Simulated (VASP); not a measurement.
# Mg (Cmce) in VASP: relaxation of cell and atoms with PBEsol

Aim: the relaxation of cell and atoms of Mg with PBEsol.

Everything below comes from runs of VASP 6.6.1. Logs are shortened: lines on timing, memory, paths and dates and some standing lists are left out, and cuts for length are marked.

## (1) The cell of the first run

The structure is orthorhombic, space group Cmce (No. 64). Conventional cell: a = 4.809 Å, b = 8.151 Å, c = 4.816 Å, α = 90.00°, β = 90.00°, γ = 90.00°. Within 3.4 Å of Mg (site symmetry m) lie 7 Mg at 2.60 to 2.98 Å.

## (2) Relaxation of cell and atoms, PBEsol

INCAR

```
SYSTEM = Mg
PREC = Accurate
ENCUT = 600
EDIFF = 1E-6
ISMEAR = 0
SIGMA = 0.1
LREAL = .FALSE.
LASPH = .TRUE.
NELM = 80
ALGO = Fast
ISIF = 3
LWAVE = .FALSE.
LCHARG = .FALSE.
GGA = PS
IBRION = 2
NSW = 90
EDIFFG = -0.04
```

KPOINTS

```
regular mesh
0
G
  4 4 4
  0 0 0
```

POSCAR

```
Mg
1.0
    2.4047418809     -4.0755915337      0.0000000000
    2.4047418809      4.0755915337      0.0000000000
    0.0000000000      0.0000000000      4.8158811952
Mg
4
Direct
    0.1525000000      0.8475000000      0.0785000000
    0.6525000000      0.3475000000      0.4215000000
    0.8475000000      0.1525000000      0.9215000000
    0.3475000000      0.6525000000      0.5785000000
```

Potentials or basis: VASP PAW PBE potentials, release 64 (Mg).

The run is started by

```console
cat potpaw_PBE.64/Mg/POTCAR > POTCAR
mpirun -np 1 vasp_std > vasp.out
```

OUTCAR:

```text
SYSTEM = Mg
   PREC = Accurate
   ENCUT = 600
   EDIFF = 1E-6
   ISMEAR = 0
   LREAL = .FALSE.
   LASPH = .TRUE.
   NELM = 80
   ISIF = 3
   GGA = PS
   IBRION = 2
   NSW = 90
   EDIFFG = -0.04

 ion  position               nearest neighbor table
   1  0.153  0.847  0.078-   3 2.60   4 2.89   4 2.89   2 2.92   2 2.92   3 2.98   3 2.98
   2  0.653  0.347  0.422-   4 2.60   3 2.89   3 2.89   1 2.92   1 2.92   4 2.98   4 2.98
   3  0.847  0.153  0.922-   1 2.60   2 2.89   2 2.89   4 2.92   4 2.92   1 2.98   1 2.98
   4  0.347  0.653  0.578-   2 2.60   1 2.89   1 2.89   3 2.92   3 2.92   2 2.98   2 2.98

  LATTYP: Found a base centered orthorhombic cell.
 ALAT       =     4.8094837618
 B/A-ratio  =     1.6948145521
 C/A-ratio  =     1.0013301705

  Lattice vectors:

 A1 = (   2.4047418809,  -4.0755915337,   0.0000000000)
 A2 = (   2.4047418809,   4.0755915337,   0.0000000000)
 A3 = (   0.0000000000,   0.0000000000,   4.8158811952)

Analysis of symmetry for initial positions (statically):
=====================================================================
 Subroutine PRICEL returns:
 Original cell was already a primitive cell.

 Routine SETGRP: Setting up the symmetry group for a
 base centered orthorhombic supercell.

 Subroutine GETGRP returns: Found  8 space group operations
 (whereof  4 operations were pure point group operations)
 out of a pool of  8 trial point group operations.

The static configuration has the point symmetry C_2h.
 The point group associated with its full space group is D_2h.

Analysis of symmetry for dynamics (positions and initial velocities):
=====================================================================
 Subroutine PRICEL returns:
 Original cell was already a primitive cell.

 Routine SETGRP: Setting up the symmetry group for a
 base centered orthorhombic supercell.

 Subroutine GETGRP returns: Found  8 space group operations
 (whereof  4 operations were pure point group operations)
 out of a pool of  8 trial point group operations.

The dynamic configuration has the point symmetry C_2h.
 The point group associated with its full space group is D_2h.

 Subroutine INISYM returns: Found  8 space group operations
 (whereof  4 operations are pure point group operations),
 and found     1 'primitive' translations

----------------------------------------------------------------------------------------

                                     Primitive cell

  volume of cell :      94.3985

  direct lattice vectors                    reciprocal lattice vectors
     2.404741881 -4.075591534  0.000000000     0.207922523 -0.122681578  0.000000000
     2.404741881  4.075591534  0.000000000     0.207922523  0.122681578  0.000000000
     0.000000000  0.000000000  4.815881195     0.000000000  0.000000000  0.207646318

  length of vectors
     4.732148546  4.732148546  4.815881195     0.241417782  0.241417782  0.207646318

  position of ions in fractional coordinates (direct lattice)
     0.152500000  0.847500000  0.078500000
     0.652500000  0.347500000  0.421500000
     0.847500000  0.152500000  0.921500000
     0.347500000  0.652500000  0.578500000

  ion indices of the primitive-cell ions
   primitive index   ion index
                 1           1
                 2           2
                 3           3
                 4           4

----------------------------------------------------------------------------------------

 KPOINTS: regular mesh

Automatic generation of k-mesh.
 Grid dimensions read from file:
 generate k-points for:    4    4    4

 Generating k-lattice:

  Cartesian coordinates                     Fractional coordinates (reciprocal lattice)
     0.051980631 -0.030670394  0.000000000     0.250000000 -0.000000000  0.000000000
     0.051980631  0.030670394  0.000000000    -0.000000000  0.250000000  0.000000000
     0.000000000  0.000000000  0.051911580     0.000000000  0.000000000  0.250000000

  Length of vectors
     0.060354445  0.060354445  0.051911580

  Shift w.r.t. Gamma in fractional coordinates (k-lattice)
     0.000000000  0.000000000  0.000000000

 Subroutine IBZKPT returns following result:
 ===========================================

 Found     21 irreducible k-points:

 Following reciprocal coordinates:
            Coordinates               Weight
  0.000000  0.000000  0.000000      1.000000
  0.250000 -0.000000  0.000000      4.000000
  0.500000 -0.000000  0.000000      2.000000
  0.250000  0.250000  0.000000      2.000000
  0.500000  0.250000  0.000000      4.000000
 -0.250000  0.250000  0.000000      2.000000
[... 13 lines left out ...]
 -0.250000  0.250000  0.500000      2.000000
  0.500000  0.500000  0.500000      1.000000
   k-points           NKPTS =     21   k-points in BZ     NKDIM =     21   number of bands    NBANDS=      8
   number of dos      NEDOS =    301   number of ions     NIONS =      4
   total plane-waves  NPLWV =  64000
   dimension x,y,z NGX =    40 NGY =   40 NGZ =   40
   dimension x,y,z NGXF=    80 NGYF=   80 NGZF=   80
   ions per type =               4
   NGX,Y,Z   is equivalent  to a cutoff of  14.05, 14.05, 13.81 a.u.
   NGXF,Y,Z  is equivalent  to a cutoff of  28.10, 28.10, 27.62 a.u.
 SYSTEM =  Mg
   PREC   = accura    normal or accurate (medium, high low for compatibility)
   ISTART =      0    job   : 0-new  1-cont  2-samecut
   ICHARG =      2    charge: 1-file 2-atom 10-const
   ISPIN  =      1    spin polarized calculation?
   LNONCOLLINEAR =      F non collinear calculations
   LSORBIT =      F    spin-orbit coupling
   LASPH  =      T    aspherical Exc in radial PAW
   ENCUT  =  600.0 eV  44.10 Ry    6.64 a.u.   9.45  9.45  9.62*2*pi/ulx,y,z
   NELM   =     80;   NELMIN=  2; NELMDL= -5     # of ELM steps
   EDIFF  = 0.1E-05   stopping-criterion for ELM
   LREAL  =      F    real-space projection
   EDIFFG = -.4E-01   stopping-criterion for IOM
   NSW    =     90    number of steps for IOM
   IBRION =      2    ionic relax: 0-MD 1-quasi-New 2-CG
   NFREE  =      1    steps in history (QN), initial steepest desc. (CG)
   ISIF   =      3    stress and relaxation
   ISYM   =      2    0-nonsym 1-usesym 2-fastsym
   POTIM  = 0.5000    time-step for ionic-motion
   TEBEG  =    0.0;   TEEND  =   0.0 temperature during run
   PSTRESS=    0.0 pullay stress
   NELECT =       8.0000    total number of electrons
   NUPDOWN=      -1.0000    fix difference up-down
   EMIN   =  10.00;   EMAX   =-10.00  energy-range for DOS
   EFERMI =   0.00;   METHOD = LEGACY
   ISMEAR =     0;   SIGMA  =   0.10  broadening in eV -4-tet -1-fermi 0-gaus
   EFERMI_NEDOS =   21; number of points for ismear=-14 and -15
   IALGO  =     68    algorithm
   IMIX   =      4    mixing-type and parameters
     AMIX     =   0.40;   BMIX     =  1.00
     AMIX_MAG =   1.60;   BMIX_MAG =  1.00
  volume/ion in A,a.u.               =      23.60       159.26
  Fermi-wavevector in a.u.,A,eV,Ry     =   0.719090  1.358883  7.035441  0.517090
  Thomas-Fermi vector in A             =   1.808196
   LORBIT       =      0    0 simple, 1 ext, 2 COOP (PROOUT), +10 PAW based schemes
   GGA     = PS    functional components
   LHFCALC =     F    Hartree Fock is set to
   AEXX    =    0.0000 exact exchange contribution
   IVDW    =     0    specifies the selected vdW correction
   LEPSILON=     F    determine dielectric tensor
   LRPA    =     F    only Hartree local field effects (RPA)
 conjugate gradient relaxation of ions
 non-spin polarized calculation
 RMM-DIIS sequential band-by-band and
 Gauss-broadening in eV      SIGMA  =   0.10
  energy-cutoff  :      600.00
  volume of cell :       94.40
 maximum number of plane-waves:      3175
 NGX is ok and might be reduce to    40
   NGX = 19   NGY = 19   NGZ = 19

--------------------------------------- Ionic step        1  -------------------------------------------

 number of electron       8.0000000 magnetization

 Free energy of the ion-electron system (eV)
  ---------------------------------------------------
  ext. energy  EPLUGINS =         0.00000000
  ---------------------------------------------------
  free energy    TOTEN  =        -4.76559640 eV

  energy without entropy =       -4.75520054  energy(sigma->0) =       -4.76039847

------------------------ aborting loop because EDIFF is reached ----------------------------------------

  FORCE on cell =-STRESS in cart. coord.  units (eV):
  Direction    XX          YY          ZZ          XY          YZ          ZX
  --------------------------------------------------------------------------------------
  -------------------------------------------------------------------------------------
  Total        2.6831120      6.1631521      3.5258033      0.0000000      0.0000000      0.0000000
  in kB       45.5391066    104.6040719     59.8416801      0.0000000      0.0000000      0.0000000
  external PRESSURE =      69.9949529 kB  Pullay stress =       0.0000000 kB
[... 95 lines left out ...]
  FREE ENERGIE OF THE ION-ELECTRON SYSTEM (eV)
  ---------------------------------------------------
  free  energy   TOTEN  =        -5.2470185017 eV

  energy  without entropy=       -5.2370255230  energy(sigma->0) =       -5.24202201

[... ionic steps 4 to 42 ...]

--------------------------------------- Ionic step       43  -------------------------------------------

 number of electron       8.0000000 magnetization

------------------------ aborting loop because EDIFF is reached ----------------------------------------

  FORCE on cell =-STRESS in cart. coord.  units (eV):
  Direction    XX          YY          ZZ          XY          YZ          ZX
  --------------------------------------------------------------------------------------
  -------------------------------------------------------------------------------------
  Total       -0.0467443      0.0039383      0.2432568      0.0000000      0.0000000      0.0000000
  in kB       -0.7893739      0.0665055      4.1078890      0.0000000      0.0000000      0.0000000
  external PRESSURE =       1.1283402 kB  Pullay stress =       0.0000000 kB
[... 61 lines left out ...]
  energy  without entropy=       -6.4357834672  energy(sigma->0) =       -6.43760986

--------------------------------------- Ionic step       45  -------------------------------------------

 number of electron       8.0000000 magnetization

 Free energy of the ion-electron system (eV)
  ---------------------------------------------------
  ext. energy  EPLUGINS =         0.00000000
  ---------------------------------------------------
  free energy    TOTEN  =        -6.44206050 eV

  energy without entropy =       -6.43838124  energy(sigma->0) =       -6.44022087

 E-fermi :   2.3506     XC(G=0):  -8.3941

 val. band max:        2.1241585318   @ k =   0.5000   0.2500   0.0000
 cond. band min:       2.4318449984   @ k =   0.5000  -0.0000   0.2500
 fundamental gap:      0.3076864666
 Fermi energy:         2.3505542127

 k-point     1 :       0.0000    0.0000    0.0000
  band No.  band energies     occupation
      1      -4.4063      2.00000
      2       0.4294      2.00000
      3       0.4493      2.00000
      4       0.5306      2.00000
      5       0.6024      2.00000
      6       4.7040      0.00000
      7       4.7144      0.00000
      8       5.5297      0.00000
[... 249 lines left out ...]
  FREE ENERGIE OF THE ION-ELECTRON SYSTEM (eV)
  ---------------------------------------------------
  free  energy   TOTEN  =        -6.4420605046 eV

  energy  without entropy=       -6.4383812367  energy(sigma->0) =       -6.44022087

 reached required accuracy - stopping structural energy minimisation
```

Wall time 4.5 min (1 thread of Intel Xeon 6975P-C (Granite Rapids), shared host); peak memory 0.25 GiB.

Results:

```yaml
Free_energy: -6.4421 eV
Relaxed_volume: 23.92 Å³/atom
Relaxed_cell: a = 5.736 Å, b = 5.736 Å, c = 5.465 Å, α = 90.00°, β = 90.00°, γ = 147.85°
Space_group_after_relaxing_to_0.1_Å: Fmmm (No. 69)
Pressure_after_relaxing: -0.1 GPa
Largest_force_after_relaxing: 0.027 eV/Å
Band_gap_on_the_k_mesh: zero (bands 4 and 5 overlap by 3.07 eV)
```

Forces in eV/Å, atoms in the order of the input:
```
Mg   0.000 -0.001 -0.027
Mg   0.000 -0.001  0.027
Mg   0.000  0.001  0.027
Mg   0.000  0.001 -0.027
```

Stress tensor (GPa, compression positive):
```
 0.03  0.00  0.00
 0.00 -0.05  0.00
 0.00  0.00 -0.25
```

Final structure:
```
Mg
1.0
     1.58823   -5.51210    0.00000
     1.58823    5.51210    0.00000
     0.00000    0.00000    5.46451
Mg
4
Cartesian
  1.5882 4.0400 0.0083
  1.5882 -1.4721 2.7240
  1.5882 -4.0400 5.4562
  1.5882 1.4721 2.7405
```

Caveat: the k points lie up to 0.51 Å⁻¹ apart in the final cell, too coarse for converged energies and pressures of a metal; a cell axis changed by over 15 % at a fixed basis, so the end point is rough; the PAW data sets were made with another functional, which shifts forces and pressure a little.

The gap in the log of VASP goes by the Fermi energy; the results here count the filled bands.